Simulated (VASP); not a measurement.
# WS2 in VASP: single point with LDA

Aim: the single point of WS2 with LDA.

Everything below comes from runs of VASP 6.6.1. Logs are shortened: lines on timing, memory, paths and dates and some standing lists are left out, and cuts for length are marked.

### 1 The cell of the first run

The cell holds a slab with vacuum, 6 atoms: a = 3.183 Å, b = 3.183 Å, c = 23.669 Å, α = 90.00°, β = 90.00°, γ = 120.00°.

### 2 Single point, LDA

INCAR

```
SYSTEM = WS2
PREC     = Accurate       ! precision mode
ENCUT    = 520            ! plane-wave cutoff, eV
EDIFF    = 1E-6           ! SCF threshold, eV
ISMEAR   = 1              ! smearing method
SIGMA    = 0.1            ! smearing width, eV
LREAL    = .FALSE.        ! projectors in reciprocal space
LASPH    = .TRUE.         ! aspherical terms in the spheres
NELM     = 60             ! most SCF steps
ALGO     = Normal         ! electronic algorithm
ISIF     = 2              ! what is computed and relaxed
LWAVE    = .FALSE.        ! write WAVECAR
LCHARG   = .FALSE.        ! write CHGCAR
GGA      = CA             ! functional
NBANDS   = 35             ! bands
```

KPOINTS

```
Automatic mesh
0
G
  9 9 2
  0 0 0
```

POSCAR

```
WS2
1.0
    3.1832090000      0.0000000000      0.0000000000
   -1.5916040000      2.7567390000      0.0000000000
    0.0000000000      0.0000000000     23.6687630000
W S
2 4
Direct
    0.3333333333      0.6666666667      0.6373180000
    0.6666666667      0.3333333333      0.3626820000
    0.3333333333      0.6666666667      0.2968160000
    0.6666666667      0.3333333333      0.5714420000
    0.3333333333      0.6666666667      0.4285580000
    0.6666666667      0.3333333333      0.7031840000
```

Potentials or basis: VASP PAW LDA potentials, release 64 (W_sv, S).

Run with:

```console
> cat potpaw_LDA.64/W_sv/POTCAR potpaw_LDA.64/S/POTCAR > POTCAR
> mpirun -np 1 vasp_std > vasp.out
```

OUTCAR:

```text
SYSTEM = WS2
   PREC = Accurate
   ENCUT = 520
   EDIFF = 1E-6
   ISMEAR = 1
   LREAL = .FALSE.
   LASPH = .TRUE.
   NELM = 60
   ISIF = 2
   GGA = CA

 ion  position               nearest neighbor table
   1  0.333  0.667  0.637-   6 2.41   6 2.41   6 2.41   4 2.41   4 2.41   4 2.41
   2  0.667  0.333  0.363-   3 2.41   3 2.41   3 2.41   5 2.41   5 2.41   5 2.41
   3  0.333  0.667  0.297-   2 2.41   2 2.41   2 2.41
   4  0.667  0.333  0.571-   1 2.41   1 2.41   1 2.41
   5  0.333  0.667  0.429-   2 2.41   2 2.41   2 2.41
   6  0.667  0.333  0.703-   1 2.41   1 2.41   1 2.41

  LATTYP: Found a hexagonal cell.
 ALAT       =     3.1832090000
 C/A-ratio  =     7.4355039207

  Lattice vectors:

 A1 = (   3.1832090000,   0.0000000000,   0.0000000000)
 A2 = (  -1.5916040000,   2.7567390000,   0.0000000000)
 A3 = (   0.0000000000,   0.0000000000,  23.6687630000)

Analysis of symmetry for initial positions (statically):
=====================================================================
 Subroutine PRICEL returns:
 Original cell was already a primitive cell.

 Routine SETGRP: Setting up the symmetry group for a
 hexagonal supercell.

 Subroutine GETGRP returns: Found 12 space group operations
 (whereof 12 operations were pure point group operations)
 out of a pool of 24 trial point group operations.

The static configuration has the point symmetry D_3d.

Analysis of symmetry for dynamics (positions and initial velocities):
=====================================================================
 Subroutine PRICEL returns:
 Original cell was already a primitive cell.

 Routine SETGRP: Setting up the symmetry group for a
 hexagonal supercell.

 Subroutine GETGRP returns: Found 12 space group operations
 (whereof 12 operations were pure point group operations)
 out of a pool of 24 trial point group operations.

The dynamic configuration has the point symmetry D_3d.

 Subroutine INISYM returns: Found 12 space group operations
 (whereof 12 operations are pure point group operations),
 and found     1 'primitive' translations

----------------------------------------------------------------------------------------

                                     Primitive cell

  volume of cell :     207.6999

  direct lattice vectors                    reciprocal lattice vectors
     3.183209000  0.000000000  0.000000000     0.314148396  0.181373660  0.000000000
    -1.591604000  2.756739000  0.000000000     0.000000000  0.362747435  0.000000000
     0.000000000  0.000000000 23.668763000     0.000000000  0.000000000  0.042249779

  length of vectors
     3.183209000  3.183208006 23.668763000     0.362747321  0.362747435  0.042249779

  position of ions in fractional coordinates (direct lattice)
     0.333333333  0.666666667  0.637318000
     0.666666667  0.333333333  0.362682000
     0.333333333  0.666666667  0.296816000
     0.666666667  0.333333333  0.571442000
     0.333333333  0.666666667  0.428558000
     0.666666667  0.333333333  0.703184000

  ion indices of the primitive-cell ions
   primitive index   ion index
                 1           1
                 2           2
                 3           3
                 4           4
                 5           5
                 6           6

----------------------------------------------------------------------------------------

 KPOINTS: Automatic mesh

Automatic generation of k-mesh.
 Grid dimensions read from file:
 generate k-points for:    9    9    2

 Generating k-lattice:

  Cartesian coordinates                     Fractional coordinates (reciprocal lattice)
     0.034905377  0.020152629  0.000000000     0.111111111  0.000000000  0.000000000
     0.000000000  0.040305271  0.000000000     0.000000000  0.111111111  0.000000000
     0.000000000  0.000000000  0.021124889     0.000000000  0.000000000  0.500000000

  Length of vectors
     0.040305258  0.040305271  0.021124889

  Shift w.r.t. Gamma in fractional coordinates (k-lattice)
     0.000000000  0.000000000  0.000000000

 Subroutine IBZKPT returns following result:
 ===========================================

 Found     24 irreducible k-points:

 Following reciprocal coordinates:
            Coordinates               Weight
  0.000000  0.000000  0.000000      1.000000
  0.111111  0.000000  0.000000      6.000000
  0.222222  0.000000  0.000000      6.000000
  0.333333  0.000000  0.000000      6.000000
  0.444444  0.000000  0.000000      6.000000
  0.111111  0.111111  0.000000      6.000000
[... 16 lines left out ...]
  0.333333  0.222222  0.500000     12.000000
  0.333333  0.333333  0.500000      2.000000
   k-points           NKPTS =     24   k-points in BZ     NKDIM =     24   number of bands    NBANDS=     35
   number of dos      NEDOS =    301   number of ions     NIONS =      6
   total plane-waves  NPLWV = 103680
   dimension x,y,z NGX =    24 NGY =   24 NGZ =  180
   dimension x,y,z NGXF=    48 NGYF=   48 NGZF=  360
   ions per type =               2   4
   NGX,Y,Z   is equivalent  to a cutoff of  12.53, 12.53, 12.64 a.u.
   NGXF,Y,Z  is equivalent  to a cutoff of  25.07, 25.07, 25.29 a.u.
 SYSTEM =  WS2
   PREC   = accura    normal or accurate (medium, high low for compatibility)
   ISTART =      0    job   : 0-new  1-cont  2-samecut
   ICHARG =      2    charge: 1-file 2-atom 10-const
   ISPIN  =      1    spin polarized calculation?
   LNONCOLLINEAR =      F non collinear calculations
   LSORBIT =      F    spin-orbit coupling
   LASPH  =      T    aspherical Exc in radial PAW
   ENCUT  =  520.0 eV  38.22 Ry    6.18 a.u.   5.92  5.92 44.01*2*pi/ulx,y,z
   NELM   =     60;   NELMIN=  2; NELMDL= -5     # of ELM steps
   EDIFF  = 0.1E-05   stopping-criterion for ELM
   LREAL  =      F    real-space projection
   EDIFFG = 0.1E-04   stopping-criterion for IOM
   NSW    =      0    number of steps for IOM
   IBRION =     -1    ionic relax: 0-MD 1-quasi-New 2-CG
   NFREE  =      0    steps in history (QN), initial steepest desc. (CG)
   ISIF   =      2    stress and relaxation
   ISYM   =      2    0-nonsym 1-usesym 2-fastsym
   POTIM  = 0.5000    time-step for ionic-motion
   TEBEG  =    0.0;   TEEND  =   0.0 temperature during run
   PSTRESS=    0.0 pullay stress
   NELECT =      52.0000    total number of electrons
   NUPDOWN=      -1.0000    fix difference up-down
   EMIN   =  10.00;   EMAX   =-10.00  energy-range for DOS
   EFERMI =   0.00;   METHOD = LEGACY
   ISMEAR =     1;   SIGMA  =   0.10  broadening in eV -4-tet -1-fermi 0-gaus
   EFERMI_NEDOS =   21; number of points for ismear=-14 and -15
   IALGO  =     38    algorithm
   IMIX   =      4    mixing-type and parameters
     AMIX     =   0.40;   BMIX     =  1.00
     AMIX_MAG =   1.60;   BMIX_MAG =  1.00
  volume/ion in A,a.u.               =      34.62       233.60
  Fermi-wavevector in a.u.,A,eV,Ry     =   1.031804  1.949827 14.485024  1.064619
  Thomas-Fermi vector in A             =   2.165970
   LORBIT       =      0    0 simple, 1 ext, 2 COOP (PROOUT), +10 PAW based schemes
   GGA     = CA    functional components
   LHFCALC =     F    Hartree Fock is set to
   AEXX    =    0.0000 exact exchange contribution
   IVDW    =     0    specifies the selected vdW correction
   LEPSILON=     F    determine dielectric tensor
   LRPA    =     F    only Hartree local field effects (RPA)
 non-spin polarized calculation
 Methfessel and Paxton  Order N= 1 SIGMA  =   0.10
  energy-cutoff  :      520.00
  volume of cell :      207.70
 maximum number of plane-waves:      5640
 NGX is ok and might be reduce to    24
   NGX = 11   NGY = 11   NGZ = 89

 number of electron      52.0000001 magnetization

 Free energy of the ion-electron system (eV)
  ---------------------------------------------------
  ext. energy  EPLUGINS =         0.00000000
  ---------------------------------------------------
  free energy    TOTEN  =       -52.32005545 eV

  energy without entropy =      -52.32012852  energy(sigma->0) =      -52.32007981

 E-fermi :   0.9194     XC(G=0):  -6.2872

 val. band max:        0.8352843209   @ k =   0.0000   0.0000   0.0000
 cond. band min:       2.2816875948   @ k =   0.3333   0.3333   0.0000
 fundamental gap:      1.4464032739
 Fermi energy:         0.9193595492

 k-point     1 :       0.0000    0.0000    0.0000
  band No.  band energies     occupation
      1     -73.0340      2.00000
      2     -73.0340      2.00000
      3     -37.5428      2.00000
      4     -37.5428      2.00000
      5     -37.3830      2.00000
      6     -37.3830      2.00000
[... 27 lines left out ...]
     34       3.6259      0.00000
     35       5.5771      0.00000

 k-point     2 :       0.1111    0.0000    0.0000
  band No.  band energies     occupation
      1     -73.0320      2.00000
      2     -73.0320      2.00000
      3     -37.5355      2.00000
      4     -37.5355      2.00000
      5     -37.4238      2.00000
      6     -37.4238      2.00000
[... 27 lines left out ...]
     34       3.7745      0.00000
     35       6.1516      0.00000

 k-point     3 :       0.2222    0.0000    0.0000
  band No.  band energies     occupation
      1     -73.0268      2.00000
      2     -73.0268      2.00000
      3     -37.5256      2.00000
      4     -37.5256      2.00000
      5     -37.5169      2.00000
      6     -37.5169      2.00000
[... 27 lines left out ...]
     34       4.4976      0.00000
     35       6.8677      0.00000

 k-point     4 :       0.3333    0.0000    0.0000
  band No.  band energies     occupation
      1     -73.0210      2.00000
      2     -73.0210      2.00000
      3     -37.6393      2.00000
      4     -37.6393      2.00000
      5     -37.4957      2.00000
      6     -37.4957      2.00000
[... 27 lines left out ...]
     34       5.0598      0.00000
     35       7.0054      0.00000

 k-point     5 :       0.4444    0.0000    0.0000
  band No.  band energies     occupation
      1     -73.0172      2.00000
      2     -73.0172      2.00000
      3     -37.7123      2.00000
      4     -37.7123      2.00000
      5     -37.4818      2.00000
      6     -37.4818      2.00000
[... 638 lines left out ...]
 k-point    22 :       0.2222    0.2222    0.5000
  band No.  band energies     occupation
      1     -73.0185      2.00000
      2     -73.0185      2.00000
      3     -37.6458      2.00000
      4     -37.6458      2.00000
      5     -37.4995      2.00000
      6     -37.4995      2.00000
[... 27 lines left out ...]
     34       5.6204      0.00000
     35       7.6427      0.00000

 k-point    23 :       0.3333    0.2222    0.5000
  band No.  band energies     occupation
      1     -73.0155      2.00000
      2     -73.0155      2.00000
      3     -37.6721      2.00000
      4     -37.6721      2.00000
      5     -37.5434      2.00000
      6     -37.5433      2.00000
[... 27 lines left out ...]
     34       5.7690      0.00000
     35       6.7397      0.00000

 k-point    24 :       0.3333    0.3333    0.5000
  band No.  band energies     occupation
      1     -73.0145      2.00000
      2     -73.0145      2.00000
      3     -37.6373      2.00000
      4     -37.6373      2.00000
      5     -37.6030      2.00000
      6     -37.6029      2.00000
[... 27 lines left out ...]
     34       5.9922      0.00000
     35       7.2356      0.00000

------------------------ aborting loop because EDIFF is reached ----------------------------------------

  FORCE on cell =-STRESS in cart. coord.  units (eV):
  Direction    XX          YY          ZZ          XY          YZ          ZX
  --------------------------------------------------------------------------------------
  -------------------------------------------------------------------------------------
  Total       -4.2124637     -4.2124611     -2.4863385     -0.0000008      0.0000000      0.0000000
  in kB      -32.4945400    -32.4945197    -19.1793763     -0.0000059      0.0000000      0.0000000
  external PRESSURE =     -28.0561453 kB  Pullay stress =       0.0000000 kB

 VOLUME and BASIS-vectors are now :
 -----------------------------------------------------------------------------
  energy-cutoff  :      520.00
  volume of cell :      207.70
      direct lattice vectors                 reciprocal lattice vectors
     3.183209000  0.000000000  0.000000000     0.314148396  0.181373660  0.000000000
    -1.591604000  2.756739000  0.000000000     0.000000000  0.362747435  0.000000000
     0.000000000  0.000000000 23.668763000     0.000000000  0.000000000  0.042249779

 POSITION                                       TOTAL-FORCE (eV/Angst)
 -----------------------------------------------------------------------------------
      0.00000      1.83783     15.08453         0.000000     -0.000000      0.004417
      1.59160      0.91891      8.58423        -0.000000      0.000000     -0.004417
      0.00000      1.83783      7.02527        -0.000000      0.000000      0.346506
      1.59160      0.91891     13.52533         0.000000      0.000000      0.258414
      0.00000      1.83783     10.14344        -0.000000     -0.000000     -0.258414
      1.59160      0.91891     16.64350         0.000000     -0.000000     -0.346506
 -----------------------------------------------------------------------------------
    total drift:                               -0.000000     -0.000000     -0.000000

  FREE ENERGIE OF THE ION-ELECTRON SYSTEM (eV)
  ---------------------------------------------------
  free  energy   TOTEN  =       -52.3200554511 eV

  energy  without entropy=      -52.3201285167  energy(sigma->0) =      -52.32007981
```

Run time: 4.1 min. Hardware: 1 thread of AMD EPYC 7R13 (Zen 3), shared host; peak memory 0.3 GiB.

What came out:

- Free energy: -52.3201 eV
- Largest force: 0.347 eV/Å
- Band gap on the k mesh: 1.45 eV, indirect (least direct gap 1.76 eV)

Forces on the atoms (eV/Å):
```
W    0.000  0.000  0.004
W    0.000  0.000 -0.004
S    0.000  0.000  0.347
S    0.000  0.000  0.258
S    0.000  0.000 -0.258
S    0.000  0.000 -0.347
```

Caveat: spin-orbit coupling is left out, which moves the levels of the heavy elements.
